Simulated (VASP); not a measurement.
# Fe2O (antifluorite type) (Fm-3m) in VASP: single point with PBE

Aim: the single point of Fe2O (antifluorite type) with PBE.

Program: VASP 6.6.1. These are calculated values, not measurements. Logs are shortened: lines on timing, memory, paths and dates and some standing lists are left out, and cuts for length are marked.

## (1) The cell of the first run

It takes space group Fm-3m (No. 225, cubic). Conventional cell: a = 4.866 Å, b = 4.866 Å, c = 4.866 Å, α = 90.00°, β = 90.00°, γ = 90.00°. Within 2.8 Å of Fe (site symmetry -43m) lie 4 O at 2.11 Å and 6 Fe at 2.43 Å. O (site symmetry m-3m) has 8 Fe at 2.11 Å within 2.8 Å.

## (2) Single point, PBE

File INCAR:

```
SYSTEM = Fe2O
  PREC = Accurate
  ENCUT = 520
  EDIFF = 1E-6
  ISMEAR = -1
  SIGMA = 0.06122561905347299
  LREAL = .FALSE.
  LASPH = .TRUE.
  NELM = 60
  ALGO = Normal
  ISIF = 2
  LWAVE = .FALSE.
  LCHARG = .TRUE.
  GGA = PE
  LELF = .TRUE.
  LVHAR = .TRUE.
  NBANDS = 18
```

File KPOINTS:

```
regular mesh
0
G
  38 38 38
  0 0 0
```

File POSCAR:

```
Fe2O
1.0
    0.0000000000      2.4330510158      2.4330510158
    2.4330510158      0.0000000000      2.4330510158
    2.4330510158      2.4330510158      0.0000000000
Fe O
2 1
Direct
    0.2500000000      0.2500000000      0.2500000000
    0.7500000000      0.7500000000      0.7500000000
    0.0000000000      0.0000000000      0.0000000000
```

Potentials or basis: VASP PAW PBE potentials, release 64 (Fe, O).

Launch:

```console
cat potpaw_PBE.64/Fe/POTCAR potpaw_PBE.64/O/POTCAR > POTCAR
mpirun -np 1 vasp_std > vasp.out
```

OUTCAR:

```text
SYSTEM = Fe2O
   PREC = Accurate
   ENCUT = 520
   EDIFF = 1E-6
   ISMEAR = -1
   LREAL = .FALSE.
   LASPH = .TRUE.
   NELM = 60
   ISIF = 2
   GGA = PE

 ion  position               nearest neighbor table
   1  0.250  0.250  0.250-   3 2.11   3 2.11   3 2.11   3 2.11   2 2.43   2 2.43   2 2.43   2 2.43
                             2 2.43   2 2.43
   2  0.750  0.750  0.750-   3 2.11   3 2.11   3 2.11   3 2.11   1 2.43   1 2.43   1 2.43   1 2.43
                             1 2.43   1 2.43
   3  0.000  0.000  0.000-   2 2.11   2 2.11   1 2.11   1 2.11   2 2.11   1 2.11   2 2.11   1 2.11

  LATTYP: Found a face centered cubic cell.
 ALAT       =     4.8661020316

  Lattice vectors:

 A1 = (   0.0000000000,   2.4330510158,   2.4330510158)
 A2 = (   2.4330510158,   0.0000000000,   2.4330510158)
 A3 = (   2.4330510158,   2.4330510158,   0.0000000000)

Analysis of symmetry for initial positions (statically):
=====================================================================
 Subroutine PRICEL returns:
 Original cell was already a primitive cell.

 Routine SETGRP: Setting up the symmetry group for a
 face centered cubic supercell.

 Subroutine GETGRP returns: Found 48 space group operations
 (whereof 48 operations were pure point group operations)
 out of a pool of 48 trial point group operations.

The static configuration has the point symmetry O_h .

Analysis of symmetry for dynamics (positions and initial velocities):
=====================================================================
 Subroutine PRICEL returns:
 Original cell was already a primitive cell.

 Routine SETGRP: Setting up the symmetry group for a
 face centered cubic supercell.

 Subroutine GETGRP returns: Found 48 space group operations
 (whereof 48 operations were pure point group operations)
 out of a pool of 48 trial point group operations.

The dynamic configuration has the point symmetry O_h .

 Subroutine INISYM returns: Found 48 space group operations
 (whereof 48 operations are pure point group operations),
 and found     1 'primitive' translations

----------------------------------------------------------------------------------------

                                     Primitive cell

  volume of cell :      28.8060

  direct lattice vectors                    reciprocal lattice vectors
     0.000000000  2.433051016  2.433051016    -0.205503295  0.205503295  0.205503295
     2.433051016  0.000000000  2.433051016     0.205503295 -0.205503295  0.205503295
     2.433051016  2.433051016  0.000000000     0.205503295  0.205503295 -0.205503295

  length of vectors
     3.440853744  3.440853744  3.440853744     0.355942148  0.355942148  0.355942148

  position of ions in fractional coordinates (direct lattice)
     0.250000000  0.250000000  0.250000000
     0.750000000  0.750000000  0.750000000
     0.000000000  0.000000000  0.000000000

  ion indices of the primitive-cell ions
   primitive index   ion index
                 1           1
                 2           2
                 3           3

----------------------------------------------------------------------------------------

 KPOINTS: regular mesh

Automatic generation of k-mesh.
 Grid dimensions read from file:
 generate k-points for:   38   38   38

 Generating k-lattice:

  Cartesian coordinates                     Fractional coordinates (reciprocal lattice)
    -0.005407981  0.005407981  0.005407981     0.026315789  0.000000000  0.000000000
     0.005407981 -0.005407981  0.005407981     0.000000000  0.026315789  0.000000000
     0.005407981  0.005407981 -0.005407981     0.000000000  0.000000000  0.026315789

  Length of vectors
     0.009366899  0.009366899  0.009366899

  Shift w.r.t. Gamma in fractional coordinates (k-lattice)
     0.000000000  0.000000000  0.000000000

 Subroutine IBZKPT returns following result:
 ===========================================

 Found   1440 irreducible k-points:

 Following reciprocal coordinates:
            Coordinates               Weight
  0.000000  0.000000  0.000000      1.000000
  0.026316  0.000000  0.000000      8.000000
  0.052632  0.000000  0.000000      8.000000
  0.078947  0.000000  0.000000      8.000000
  0.105263  0.000000  0.000000      8.000000
  0.131579  0.000000  0.000000      8.000000
[... 16 lines left out ...]
  0.078947  0.026316  0.000000     24.000000
  0.105263  0.026316  0.000000     24.000000
 [... further k-points ...]
   k-points           NKPTS =   1440   k-points in BZ     NKDIM =   1440   number of bands    NBANDS=     18
   number of dos      NEDOS =    301   number of ions     NIONS =      3
   total plane-waves  NPLWV =  21952
   dimension x,y,z NGX =    28 NGY =   28 NGZ =   28
   dimension x,y,z NGXF=    56 NGYF=   56 NGZF=   56
   ions per type =               2   1
   NGX,Y,Z   is equivalent  to a cutoff of  13.53, 13.53, 13.53 a.u.
   NGXF,Y,Z  is equivalent  to a cutoff of  27.06, 27.06, 27.06 a.u.
 SYSTEM =  Fe2O
   PREC   = accura    normal or accurate (medium, high low for compatibility)
   ISTART =      0    job   : 0-new  1-cont  2-samecut
   ICHARG =      2    charge: 1-file 2-atom 10-const
   ISPIN  =      1    spin polarized calculation?
   LNONCOLLINEAR =      F non collinear calculations
   LSORBIT =      F    spin-orbit coupling
   LASPH  =      T    aspherical Exc in radial PAW
   ENCUT  =  520.0 eV  38.22 Ry    6.18 a.u.   6.40  6.40  6.40*2*pi/ulx,y,z
   NELM   =     60;   NELMIN=  2; NELMDL= -5     # of ELM steps
   EDIFF  = 0.1E-05   stopping-criterion for ELM
   LREAL  =      F    real-space projection
[... 7 lines left out ...]
   TEBEG  =    0.0;   TEEND  =   0.0 temperature during run
   PSTRESS=    0.0 pullay stress
   NELECT =      22.0000    total number of electrons
   NUPDOWN=      -1.0000    fix difference up-down
   EMIN   =  10.00;   EMAX   =-10.00  energy-range for DOS
   EFERMI =   0.00;   METHOD = LEGACY
   ISMEAR =    -1;   SIGMA  =   0.06  broadening in eV -4-tet -1-fermi 0-gaus
   EFERMI_NEDOS =   21; number of points for ismear=-14 and -15
   IALGO  =     38    algorithm
   IMIX   =      4    mixing-type and parameters
     AMIX     =   0.40;   BMIX     =  1.00
     AMIX_MAG =   1.60;   BMIX_MAG =  1.00
  volume/ion in A,a.u.               =       9.60        64.80
  Fermi-wavevector in a.u.,A,eV,Ry     =   1.496423  2.827830 30.467298  2.239283
  Thomas-Fermi vector in A             =   2.608442
   LORBIT       =      0    0 simple, 1 ext, 2 COOP (PROOUT), +10 PAW based schemes
   GGA     = PE    functional components
   LHFCALC =     F    Hartree Fock is set to
   AEXX    =    0.0000 exact exchange contribution
   IVDW    =     0    specifies the selected vdW correction
   LEPSILON=     F    determine dielectric tensor
   LRPA    =     F    only Hartree local field effects (RPA)
 non-spin polarized calculation
  energy-cutoff  :      520.00
  volume of cell :       28.81
 maximum number of plane-waves:       792
 NGX is ok and might be reduce to    28
   NGX = 13   NGY = 13   NGZ = 13

 number of electron      22.0000010 magnetization

 Free energy of the ion-electron system (eV)
  ---------------------------------------------------
  ext. energy  EPLUGINS =         0.00000000
  ---------------------------------------------------
  free energy    TOTEN  =       -19.80388246 eV

  energy without entropy =      -19.73015528  energy(sigma->0) =      -19.76701887

 E-fermi :   6.9568     XC(G=0): -13.0437

 val. band max:        6.9565701004   @ k =   0.3684   0.0789   0.0000
 cond. band min:       6.9570551879   @ k =  -0.2368   0.2895   0.1316
 fundamental gap:      0.0004850875
 Fermi energy:         6.9568305605

 k-point     1 :       0.0000    0.0000    0.0000
  band No.  band energies     occupation
      1     -14.6903      2.00000
      2      -0.8581      2.00000
      3      -0.8581      2.00000
      4      -0.8581      2.00000
      5       3.5330      2.00000
      6       3.5330      2.00000
[... 10 lines left out ...]
     17      16.3142      0.00000
     18      16.3142      0.00000

 k-point     2 :       0.0263    0.0000    0.0000
  band No.  band energies     occupation
      1     -14.6876      2.00000
      2      -0.8710      2.00000
      3      -0.8552      2.00000
      4      -0.8552      2.00000
      5       3.5383      2.00000
      6       3.5383      2.00000
[... 10 lines left out ...]
     17      16.3325      0.00000
     18      16.3325      0.00000

 k-point     3 :       0.0526    0.0000    0.0000
  band No.  band energies     occupation
      1     -14.6796      2.00000
      2      -0.9081      2.00000
      3      -0.8466      2.00000
      4      -0.8466      2.00000
      5       3.5542      2.00000
      6       3.5542      2.00000
[... 10 lines left out ...]
     17      16.3865      0.00000
     18      16.3865      0.00000

 k-point     4 :       0.0789    0.0000    0.0000
  band No.  band energies     occupation
      1     -14.6665      2.00000
      2      -0.9656      2.00000
      3      -0.8326      2.00000
      4      -0.8326      2.00000
      5       3.5807      2.00000
      6       3.5807      2.00000
[... 10 lines left out ...]
     17      16.4731      0.00000
     18      16.4731      0.00000

 k-point     5 :       0.1053    0.0000    0.0000
  band No.  band energies     occupation
      1     -14.6485      2.00000
      2      -1.0378      2.00000
      3      -0.8134      2.00000
      4      -0.8134      2.00000
      5       3.6179      2.00000
      6       3.6179      2.00000
[... 10 lines left out ...]
     17      16.5875      0.00000
     18      16.5875      0.00000

 k-point     6 :       0.1316    0.0000    0.0000
  band No.  band energies     occupation
      1     -14.6263      2.00000
      2      -1.1188      2.00000
      3      -0.7894      2.00000
      4      -0.7894      2.00000
      5       3.6658      2.00000
      6       3.6658      2.00000
[... 10 lines left out ...]
     17      16.7234      0.00000
     18      16.7234      0.00000

 k-point     7 :       0.1579    0.0000    0.0000
  band No.  band energies     occupation
      1     -14.6003      2.00000
      2      -1.2033      2.00000
      3      -0.7614      2.00000
      4      -0.7614      2.00000
      5       3.7244      2.00000
      6       3.7244      2.00000
[... 10 lines left out ...]
     17      16.8733      0.00000
     18      16.8733      0.00000

 k-point     8 :       0.1842    0.0000    0.0000
  band No.  band energies     occupation
      1     -14.5712      2.00000
      2      -1.2866      2.00000
      3      -0.7299      2.00000
      4      -0.7299      2.00000
      5       3.7937      2.00000
      6       3.7937      2.00000
[... 10 lines left out ...]
     17      17.0288      0.00000
     18      17.0288      0.00000
[... 229 lines left out ...]
     17      17.7211      0.00000
     18      17.7211      0.00000

 k-point    20 :       0.5000    0.0000    0.0000
  band No.  band energies     occupation
      1     -14.2901      2.00000
      2      -1.7072      2.00000
      3      -0.4112      2.00000
      4      -0.4112      2.00000
      5       4.9800      2.00000
      6       5.0818      2.00000
[... 10 lines left out ...]
     17      17.7207      0.00000
     18      17.7207      0.00000

 k-point    21 :       0.0263    0.0263    0.0000
  band No.  band energies     occupation
      1     -14.6867      2.00000
      2      -0.8779      2.00000
      3      -0.8529      2.00000
      4      -0.8529      2.00000
      5       3.5369      2.00000
      6       3.5432      2.00000
[... 10 lines left out ...]
     17      16.2993      0.00000
     18      16.3239      0.00000

 k-point    22 :       0.0526    0.0263    0.0000
  band No.  band energies     occupation
      1     -14.6805      2.00000
      2      -0.9081      2.00000
      3      -0.8462      2.00000
      4      -0.8449      2.00000
      5       3.5461      2.00000
      6       3.5585      2.00000
[... 10 lines left out ...]
     17      16.3029      0.00000
     18      16.3967      0.00000

 k-point    23 :       0.0789    0.0263    0.0000
  band No.  band energies     occupation
      1     -14.6691      2.00000
      2      -0.9585      2.00000
      3      -0.8353      2.00000
      4      -0.8314      2.00000
      5       3.5659      2.00000
      6       3.5843      2.00000
[... 10 lines left out ...]
     17      16.3418      0.00000
     18      16.5103      0.00000

 k-point    24 :       0.1053    0.0263    0.0000
  band No.  band energies     occupation
      1     -14.6527      2.00000
      2      -1.0251      2.00000
      3      -0.8192      2.00000
      4      -0.8127      2.00000
      5       3.5963      2.00000
      6       3.6206      2.00000
[... 10 lines left out ...]
     17      16.4125      0.00000
     18      16.6513      0.00000

 [... further k-points ...]
[... 5 lines left out ...]
  --------------------------------------------------------------------------------------
  -------------------------------------------------------------------------------------
  Total        0.8581804      0.8581804      0.8581804      0.0000000     -0.0000000     -0.0000000
  in kB       47.7315513     47.7315513     47.7315513      0.0000000     -0.0000000     -0.0000000
  external PRESSURE =      47.7315513 kB  Pullay stress =       0.0000000 kB

 VOLUME and BASIS-vectors are now :
 -----------------------------------------------------------------------------
  energy-cutoff  :      520.00
  volume of cell :       28.81
      direct lattice vectors                 reciprocal lattice vectors
     0.000000000  2.433051016  2.433051016    -0.205503295  0.205503295  0.205503295
     2.433051016  0.000000000  2.433051016     0.205503295 -0.205503295  0.205503295
     2.433051016  2.433051016  0.000000000     0.205503295  0.205503295 -0.205503295

 POSITION                                       TOTAL-FORCE (eV/Angst)
 -----------------------------------------------------------------------------------
      1.21653      1.21653      1.21653        -0.000000     -0.000000     -0.000000
      3.64958      3.64958      3.64958         0.000000      0.000000      0.000000
      0.00000      0.00000      0.00000         0.000000      0.000000     -0.000000
 -----------------------------------------------------------------------------------
    total drift:                                0.000000      0.000000      0.000000

  FREE ENERGIE OF THE ION-ELECTRON SYSTEM (eV)
  ---------------------------------------------------
  free  energy   TOTEN  =       -19.8038824612 eV

  energy  without entropy=      -19.7301552826  energy(sigma->0) =      -19.76701887
```

It took 7.2 min on 1 thread of Intel Xeon Platinum 8488C (Sapphire Rapids), shared host; peak memory 0.75 GiB.

What came out:

```yaml
Free_energy: -19.8039 eV
Pressure: 4.8 GPa
Band_gap_on_the_k_mesh: zero (bands 11 and 12 overlap by 1.10 eV)
```

Caveat: the cell stands under pressure; the run has no spin polarisation, though such a crystal can be magnetic. With open d or f shells a metallic result of PBE can be an artefact of self-interaction; +U or a hybrid may open a gap.
